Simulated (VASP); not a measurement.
Input of a VASP 6.6.1 run:

File POSCAR:

```
Ho
1.0
   -2.0607215507      2.0607215507      2.0607215507
    2.0607215507     -2.0607215507      2.0607215507
    2.0607215507      2.0607215507     -2.0607215507
Ho
1
Direct
    0.0000000000      0.0000000000      0.0000000000
```

INCAR.step1

```
SYSTEM = Ho
PREC = Accurate
ENCUT = 520
ISMEAR = 0
SIGMA = 0.05
LREAL = .False.
LASPH = .True.
NELM = 150
ISPIN = 2
MAGMOM = 4
LMAXMIX = 6
NBANDS = 20
GGA = PE
ALGO = Normal
EDIFF = 1E-4
LWAVE = .True.
LCHARG = .False.
```

File INCAR.step2:

```
SYSTEM = Ho
PREC = Accurate
ENCUT = 520
EDIFF = 1E-6
ISMEAR = 0
SIGMA = 0.05
LREAL = .False.
LASPH = .True.
NELM = 150
ALGO = Normal
ISIF = 2
LWAVE = .False.
LCHARG = .False.
ISPIN = 2
MAGMOM = 4
LORBIT = 11
LMAXMIX = 6
METAGGA = R2SCAN
LMIXTAU = .True.
NBANDS = 20
ISTART = 1
```

Contents of KPOINTS:

```
regular mesh
0
Gamma
  14 14 14
  0 0 0
```

Potentials or basis: VASP PAW PBE potentials, release 64 (Ho).

The run is started by

```console
$ cat potpaw_PBE.64/Ho/POTCAR > POTCAR
$ cp INCAR.step1 INCAR
$ mpirun -np 1 vasp_std > vasp.out
$ cp INCAR.step2 INCAR
$ mpirun -np 1 vasp_std > vasp.out
```

Question: Estimate the net moment.

Answer: 4.46 μB per cell.

Question: Predict the site moments.

Answer: Ho +3.94 μB.

Question: Predict the pressure.

Answer: -1.8 GPa.

Caveat: the magnetic or orbital state may not be the lowest; the PAW data sets were made with another functional, which shifts forces and pressure a little. The state reached can hang on the start; a lower one may exist.
